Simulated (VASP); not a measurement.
# Ca3SbP (P4mm) in VASP: further runs

Runs on Ca3SbP. Level: LDA. Tasks: single point.

Everything below comes from runs of VASP 6.6.1. Logs are shortened: lines on timing, memory, paths and dates and some standing lists are left out, and cuts for length are marked.

### Step 1. The cell of the first run

It takes space group P4mm (No. 99, tetragonal). The conventional cell has a = 5.208 Å, b = 5.208 Å, c = 5.208 Å, α = 90.00°, β = 90.00°, γ = 90.00°. Ca (site symmetry 4mm) has 2 P at 2.60 to 2.61 Å within 3.4 Å. Within 3.4 Å of Ca (site symmetry 2mm) lie 2 P at 2.60 Å. Sb (site symmetry 4mm) has 12 Ca at 3.61 to 3.76 Å and 8 P at 4.48 to 4.54 Å within 4.7 Å. P (site symmetry 4mm) has 6 Ca at 2.60 to 2.61 Å within 3.4 Å.

### Step 2. Single point, LDA (the cell strained)

INCAR

```
SYSTEM = Ca3SbP
  PREC = Accurate
  ENCUT = 520
  EDIFF = 1E-6
  ISMEAR = 0
  SIGMA = 0.05
  LREAL = .False.
  LASPH = .True.
  NELM = 100
  ALGO = Normal
  ISIF = 2
  LWAVE = .False.
  LCHARG = .False.
  NBANDS = 28
```

KPOINTS

```
regular mesh
0
Gamma
  6 6 6
  0 0 0
```

POSCAR

```
Ca3SbP
1.0
    5.2080295048      0.0000000000      0.0000000000
    0.0000000000      5.2080295048      0.0000000000
    0.0000000000      0.0000000000      5.2080295048
Ca Sb P
3 1 1
Direct
   -0.0028706930      0.5000000000      0.5000000000
    0.4885749495      0.0000000000      0.5000000000
    0.4885749495      0.5000000000      0.0000000000
    0.0087763672      0.0000000000      0.0000000000
    0.4987805006      0.5000000000      0.5000000000
```

Potentials or basis: VASP PAW LDA potentials, release 64 (Ca_sv, Sb, P).

On the command line:

```bash
$ cat potpaw_LDA.64/Ca_sv/POTCAR potpaw_LDA.64/Sb/POTCAR potpaw_LDA.64/P/POTCAR > POTCAR
$ mpirun -np 1 vasp_std > vasp.out
```

OUTCAR:

```text
SYSTEM = Ca3SbP
   PREC = Accurate
   ENCUT = 520
   EDIFF = 1E-6
   ISMEAR = 0
   LREAL = .False.
   LASPH = .True.
   NELM = 100
   ISIF = 2

 ion  position               nearest neighbor table
   1  0.997  0.500  0.500-   5 2.60   5 2.61
   2  0.489  0.000  0.500-   5 2.60   5 2.60
   3  0.489  0.500  0.000-   5 2.60   5 2.60
   4  0.009  0.000  0.000-
   5  0.499  0.500  0.500-   1 2.60   2 2.60   3 2.60   3 2.60   2 2.60   1 2.61

  LATTYP: Found a simple cubic cell.
 ALAT       =     5.2080295048

  Lattice vectors:

 A1 = (   5.2080295048,   0.0000000000,   0.0000000000)
 A2 = (   0.0000000000,   5.2080295048,   0.0000000000)
 A3 = (   0.0000000000,   0.0000000000,   5.2080295048)

Analysis of symmetry for initial positions (statically):
=====================================================================
 Subroutine PRICEL returns:
 Original cell was already a primitive cell.

 Routine SETGRP: Setting up the symmetry group for a
 simple cubic supercell.

 Subroutine GETGRP returns: Found  8 space group operations
 (whereof  8 operations were pure point group operations)
 out of a pool of 48 trial point group operations.

The static configuration has the point symmetry C_4v.

Analysis of symmetry for dynamics (positions and initial velocities):
=====================================================================
 Subroutine PRICEL returns:
 Original cell was already a primitive cell.

 Routine SETGRP: Setting up the symmetry group for a
 simple cubic supercell.

 Subroutine GETGRP returns: Found  8 space group operations
 (whereof  8 operations were pure point group operations)
 out of a pool of 48 trial point group operations.

The dynamic configuration has the point symmetry C_4v.

 Subroutine INISYM returns: Found  8 space group operations
 (whereof  8 operations are pure point group operations),
 and found     1 'primitive' translations

----------------------------------------------------------------------------------------

                                     Primitive cell

  volume of cell :     141.2604

  direct lattice vectors                    reciprocal lattice vectors
     5.208029505  0.000000000  0.000000000     0.192011201  0.000000000  0.000000000
     0.000000000  5.208029505  0.000000000     0.000000000  0.192011201  0.000000000
     0.000000000  0.000000000  5.208029505     0.000000000  0.000000000  0.192011201

  length of vectors
     5.208029505  5.208029505  5.208029505     0.192011201  0.192011201  0.192011201

  position of ions in fractional coordinates (direct lattice)
     0.997129307  0.500000000  0.500000000
     0.488574949  0.000000000  0.500000000
     0.488574949  0.500000000  0.000000000
     0.008776367  0.000000000  0.000000000
     0.498780501  0.500000000  0.500000000

  ion indices of the primitive-cell ions
   primitive index   ion index
                 1           1
                 2           2
                 3           3
                 4           4
                 5           5

----------------------------------------------------------------------------------------

 KPOINTS: regular mesh

Automatic generation of k-mesh.
 Grid dimensions read from file:
 generate k-points for:    6    6    6

 Generating k-lattice:

  Cartesian coordinates                     Fractional coordinates (reciprocal lattice)
     0.032001867  0.000000000  0.000000000     0.166666667  0.000000000  0.000000000
     0.000000000  0.032001867  0.000000000     0.000000000  0.166666667  0.000000000
     0.000000000  0.000000000  0.032001867     0.000000000  0.000000000  0.166666667

  Length of vectors
     0.032001867  0.032001867  0.032001867

  Shift w.r.t. Gamma in fractional coordinates (k-lattice)
     0.000000000  0.000000000  0.000000000

 Subroutine IBZKPT returns following result:
 ===========================================

 Found     40 irreducible k-points:

 Following reciprocal coordinates:
            Coordinates               Weight
  0.000000  0.000000  0.000000      1.000000
  0.166667  0.000000  0.000000      2.000000
  0.000000  0.166667  0.000000      4.000000
  0.333333  0.000000  0.000000      2.000000
  0.000000  0.333333  0.000000      4.000000
  0.500000  0.000000  0.000000      1.000000
[... 16 lines left out ...]
  0.166667  0.166667  0.166667      8.000000
  0.333333  0.166667  0.166667      8.000000
 [... further k-points ...]
   k-points           NKPTS =     40   k-points in BZ     NKDIM =     40   number of bands    NBANDS=     28
   number of dos      NEDOS =    301   number of ions     NIONS =      5
   total plane-waves  NPLWV =  64000
   dimension x,y,z NGX =    40 NGY =   40 NGZ =   40
   dimension x,y,z NGXF=    80 NGYF=   80 NGZF=   80
   ions per type =               3   1   1
   NGX,Y,Z   is equivalent  to a cutoff of  12.77, 12.77, 12.77 a.u.
   NGXF,Y,Z  is equivalent  to a cutoff of  25.54, 25.54, 25.54 a.u.
 SYSTEM =  Ca3SbP
   PREC   = accura    normal or accurate (medium, high low for compatibility)
   ISTART =      0    job   : 0-new  1-cont  2-samecut
   ICHARG =      2    charge: 1-file 2-atom 10-const
   ISPIN  =      1    spin polarized calculation?
   LNONCOLLINEAR =      F non collinear calculations
   LSORBIT =      F    spin-orbit coupling
   LASPH  =      T    aspherical Exc in radial PAW
   ENCUT  =  520.0 eV  38.22 Ry    6.18 a.u.   9.68  9.68  9.68*2*pi/ulx,y,z
   NELM   =    100;   NELMIN=  2; NELMDL= -5     # of ELM steps
   EDIFF  = 0.1E-05   stopping-criterion for ELM
   LREAL  =      F    real-space projection
   EDIFFG = 0.1E-04   stopping-criterion for IOM
   NSW    =      0    number of steps for IOM
   IBRION =     -1    ionic relax: 0-MD 1-quasi-New 2-CG
   NFREE  =      0    steps in history (QN), initial steepest desc. (CG)
   ISIF   =      2    stress and relaxation
   ISYM   =      2    0-nonsym 1-usesym 2-fastsym
   POTIM  = 0.5000    time-step for ionic-motion
   TEBEG  =    0.0;   TEEND  =   0.0 temperature during run
   PSTRESS=    0.0 pullay stress
   NELECT =      40.0000    total number of electrons
   NUPDOWN=      -1.0000    fix difference up-down
   EMIN   =  10.00;   EMAX   =-10.00  energy-range for DOS
   EFERMI =   0.00;   METHOD = LEGACY
   ISMEAR =     0;   SIGMA  =   0.05  broadening in eV -4-tet -1-fermi 0-gaus
   EFERMI_NEDOS =   21; number of points for ismear=-14 and -15
   IALGO  =     38    algorithm
   IMIX   =      4    mixing-type and parameters
     AMIX     =   0.40;   BMIX     =  1.00
     AMIX_MAG =   1.60;   BMIX_MAG =  1.00
  volume/ion in A,a.u.               =      28.25       190.65
  Fermi-wavevector in a.u.,A,eV,Ry     =   1.075032  2.031516 15.724169  1.155694
  Thomas-Fermi vector in A             =   2.210877
   LORBIT       =      0    0 simple, 1 ext, 2 COOP (PROOUT), +10 PAW based schemes
   GGA     = CA    functional components
   LHFCALC =     F    Hartree Fock is set to
   AEXX    =    0.0000 exact exchange contribution
   IVDW    =     0    specifies the selected vdW correction
   LEPSILON=     F    determine dielectric tensor
   LRPA    =     F    only Hartree local field effects (RPA)
 non-spin polarized calculation
 Gauss-broadening in eV      SIGMA  =   0.05
  energy-cutoff  :      520.00
  volume of cell :      141.26
 maximum number of plane-waves:      3840
 NGX is ok and might be reduce to    40
   NGX = 19   NGY = 19   NGZ = 19

 number of electron      40.0000013 magnetization

 Free energy of the ion-electron system (eV)
  ---------------------------------------------------
  ext. energy  EPLUGINS =         0.00000000
  ---------------------------------------------------
  free energy    TOTEN  =       -22.59812833 eV

  energy without entropy =      -22.59812833  energy(sigma->0) =      -22.59812833

 E-fermi :   4.1583     XC(G=0):  -9.2151

 val. band max:        3.9014804688   @ k =   0.0000   0.0000   0.0000
 cond. band min:       4.3720849134   @ k =   0.0000   0.0000   0.0000
 fundamental gap:      0.4706044446
 Fermi energy:         4.1583375949

 k-point     1 :       0.0000    0.0000    0.0000
  band No.  band energies     occupation
      1     -36.5441      2.00000
      2     -36.5077      2.00000
      3     -36.5025      2.00000
      4     -18.0033      2.00000
      5     -18.0019      2.00000
      6     -18.0019      2.00000
[... 20 lines left out ...]
     27       7.4913      0.00000
     28       7.4924      0.00000

 k-point     2 :       0.1667    0.0000    0.0000
  band No.  band energies     occupation
      1     -36.5417      2.00000
      2     -36.5100      2.00000
      3     -36.5025      2.00000
      4     -17.9934      2.00000
      5     -17.9934      2.00000
      6     -17.9925      2.00000
[... 20 lines left out ...]
     27       7.3165      0.00000
     28       7.5049      0.00000

 k-point     3 :       0.0000    0.1667    0.0000
  band No.  band energies     occupation
      1     -36.5420      2.00000
      2     -36.5083      2.00000
      3     -36.5039      2.00000
      4     -17.9952      2.00000
      5     -17.9939      2.00000
      6     -17.9911      2.00000
[... 20 lines left out ...]
     27       7.3233      0.00000
     28       7.5052      0.00000

 k-point     4 :       0.3333    0.0000    0.0000
  band No.  band energies     occupation
      1     -36.5352      2.00000
      2     -36.5164      2.00000
      3     -36.5024      2.00000
      4     -17.9728      2.00000
      5     -17.9728      2.00000
      6     -17.9608      2.00000
[... 20 lines left out ...]
     27       6.9830      0.00000
     28       7.5284      0.00000

 k-point     5 :       0.0000    0.3333    0.0000
  band No.  band energies     occupation
      1     -36.5367      2.00000
      2     -36.5116      2.00000
      3     -36.5057      2.00000
      4     -17.9757      2.00000
      5     -17.9753      2.00000
      6     -17.9594      2.00000
[... 20 lines left out ...]
     27       6.9944      0.00000
     28       7.5262      0.00000

 k-point     6 :       0.5000    0.0000    0.0000
  band No.  band energies     occupation
      1     -36.5285      2.00000
      2     -36.5229      2.00000
      3     -36.5024      2.00000
      4     -17.9586      2.00000
      5     -17.9586      2.00000
      6     -17.9157      2.00000
[... 463 lines left out ...]
      5     -17.9804      2.00000
      6     -17.8989      2.00000
[... 20 lines left out ...]
     27       7.3718      0.00000
     28       7.4468      0.00000

 k-point    22 :       0.0000    0.5000    0.5000
  band No.  band energies     occupation
      1     -36.5238      2.00000
      2     -36.5148      2.00000
      3     -36.5148      2.00000
      4     -18.0340      2.00000
      5     -17.9747      2.00000
      6     -17.9039      2.00000
[... 20 lines left out ...]
     27       7.3712      0.00000
     28       7.4398      0.00000

 k-point    23 :       0.1667    0.1667    0.1667
  band No.  band energies     occupation
      1     -36.5378      2.00000
      2     -36.5106      2.00000
      3     -36.5055      2.00000
      4     -18.0204      2.00000
      5     -17.9608      2.00000
      6     -17.9596      2.00000
[... 20 lines left out ...]
     27       7.5028      0.00000
     28       7.5032      0.00000

 k-point    24 :       0.3333    0.1667    0.1667
  band No.  band energies     occupation
      1     -36.5321      2.00000
      2     -36.5161      2.00000
      3     -36.5055      2.00000
      4     -18.0259      2.00000
      5     -17.9458      2.00000
      6     -17.9361      2.00000
[... 20 lines left out ...]
     27       7.2573      0.00000
     28       7.5765      0.00000

 [... further k-points ...]

------------------------ aborting loop because EDIFF is reached ----------------------------------------

  FORCE on cell =-STRESS in cart. coord.  units (eV):
  Direction    XX          YY          ZZ          XY          YZ          ZX
  --------------------------------------------------------------------------------------
  -------------------------------------------------------------------------------------
  Total        1.2915786      1.2071496      1.2071496     -0.0000000      0.0000000      0.0000000
  in kB       14.6491059     13.6915103     13.6915103     -0.0000000      0.0000000      0.0000000
  external PRESSURE =      14.0107088 kB  Pullay stress =       0.0000000 kB

 VOLUME and BASIS-vectors are now :
 -----------------------------------------------------------------------------
  energy-cutoff  :      520.00
  volume of cell :      141.26
      direct lattice vectors                 reciprocal lattice vectors
     5.208029505  0.000000000  0.000000000     0.192011201  0.000000000  0.000000000
     0.000000000  5.208029505  0.000000000     0.000000000  0.192011201  0.000000000
     0.000000000  0.000000000  5.208029505     0.000000000  0.000000000  0.192011201

 POSITION                                       TOTAL-FORCE (eV/Angst)
 -----------------------------------------------------------------------------------
      5.19308      2.60401      2.60401        -0.003596     -0.000000      0.000000
      2.54451      0.00000      2.60401        -0.001738     -0.000000      0.000000
      2.54451      2.60401      0.00000        -0.001738     -0.000000      0.000000
      0.04571      0.00000      0.00000         0.003443     -0.000000      0.000000
      2.59766      2.60401      2.60401         0.003630      0.000000     -0.000000
 -----------------------------------------------------------------------------------
    total drift:                               -0.000227      0.000000      0.000001

  FREE ENERGIE OF THE ION-ELECTRON SYSTEM (eV)
  ---------------------------------------------------
  free  energy   TOTEN  =       -22.5981283299 eV

  energy  without entropy=      -22.5981283299  energy(sigma->0) =      -22.59812833
```

Run time: 92 s. Hardware: 1 thread of AMD EPYC 9R45 (Zen 5), shared host; peak memory 0.26 GiB.

Results:

```
Free energy            : -22.5981 eV
Pressure               : 1.4 GPa
Largest force          : 0.004 eV/Å
Band gap on the k mesh : 0.47 eV
```

Forces on the atoms (eV/Å):
```
Ca  -0.004  0.000  0.000
Ca  -0.002  0.000  0.000
Ca  -0.002  0.000  0.000
Sb   0.003  0.000  0.000
P    0.004  0.000  0.000
```

Levels at points of the mesh, in eV from the valence-band top:
```csv
k point,band 17,band 18,band 19,band 20,band 21,band 22,band 23,band 24
"(0.00, 0.00, 0.00)",-1.83,-0.02,0.00,0.00,0.47,0.52,0.78,0.81
"(0.50, 0.00, 0.00)",-1.70,-1.70,-1.17,-1.17,1.10,1.41,1.77,2.61
"(0.00, 0.50, 0.00)",-1.70,-1.70,-1.17,-1.16,1.10,1.41,1.77,2.59
"(0.50, 0.50, 0.00)",-1.93,-1.47,-1.46,-1.14,1.66,1.67,1.85,2.27
"(0.00, 0.50, 0.50)",-1.93,-1.46,-1.46,-1.13,1.66,1.66,1.84,2.25
"(0.50, 0.50, 0.50)",-3.40,-1.84,-1.84,-1.84,1.91,1.92,1.92,2.85
```

Caveat: the cell differs from its parent crystal (the cell strained); semilocal functionals underestimate gaps, and a narrow one can read as zero; spin-orbit coupling is left out, which moves the levels of the heavy elements.

### Step 3. Single point, LDA

This run uses another cell than the first one, of 28.97 Å³/atom.

INCAR

```
PREC = Accurate
ENCUT = 520
EDIFF = 1E-7
ISMEAR = 0
SIGMA = 0.05
LREAL = F
LASPH = T
NELM = 80
ALGO = Normal
ISIF = 2
LWAVE = F
LCHARG = F
GGA = CA
NBANDS = 28
```

KPOINTS

```
regular mesh
0
Gamma
  6 6 6
```

Changes to POSCAR since step 2:

```diff
@@ -2,5 +2,5 @@
 1.0
-    5.2080295048      0.0000000000      0.0000000000
-    0.0000000000      5.2080295048      0.0000000000
-    0.0000000000      0.0000000000      5.2080295048
+    5.2516179336      0.0000000000      0.0000000000
+    0.0000000000      5.2516179336      0.0000000000
+    0.0000000000      0.0000000000      5.2516179336
 Ca Sb P
```

Potentials or basis: VASP PAW LDA potentials, release 64 (Ca_sv, Sb, P).

On the command line:

```bash
$ cat potpaw_LDA.64/Ca_sv/POTCAR potpaw_LDA.64/Sb/POTCAR potpaw_LDA.64/P/POTCAR > POTCAR
$ mpirun -np 1 vasp_std > vasp.out
```

Run time: 93 s. Hardware: 1 thread of AMD EPYC 9R45 (Zen 5), shared host; peak memory 0.27 GiB.

The run converged. Its results:

| Quantity | Value |
| --- | --- |
| Free energy | -22.6166 eV |
| Pressure | 0.2 GPa |
| Largest force | 0.018 eV/Å |
| Band gap on the k mesh | 0.51 eV |

Forces in eV/Å, atoms in the order of the input:
```
Ca  -0.002  0.000  0.000
Ca  -0.007  0.000  0.000
Ca  -0.007  0.000  0.000
Sb   0.018  0.000  0.000
P   -0.001  0.000  0.000
```

Stress tensor (GPa, compression positive):
```
0.27 0.00 0.00
0.00 0.18 0.00
0.00 0.00 0.18
```

Levels at points of the mesh, in eV from the valence-band top:
```
           k point  band 17  band 18  band 19  band 20  band 21  band 22  band 23  band 24
(0.00, 0.00, 0.00)    -1.82    -0.02     0.00     0.00     0.51     0.56     0.76     0.83
(0.50, 0.00, 0.00)    -1.70    -1.70    -1.11    -1.11     1.15     1.43     1.73     2.60
(0.00, 0.50, 0.00)    -1.69    -1.69    -1.12    -1.11     1.14     1.43     1.73     2.58
(0.50, 0.50, 0.00)    -1.91    -1.41    -1.40    -1.08     1.68     1.68     1.82     2.22
(0.00, 0.50, 0.50)    -1.91    -1.41    -1.41    -1.07     1.67     1.67     1.82     2.20
(0.50, 0.50, 0.50)    -3.33    -1.79    -1.79    -1.78     1.91     1.92     1.92     2.80
```

Caveat: semilocal functionals underestimate gaps, and a narrow one can read as zero; spin-orbit coupling is left out, which moves the levels of the heavy elements. A k mesh can miss the band edges.
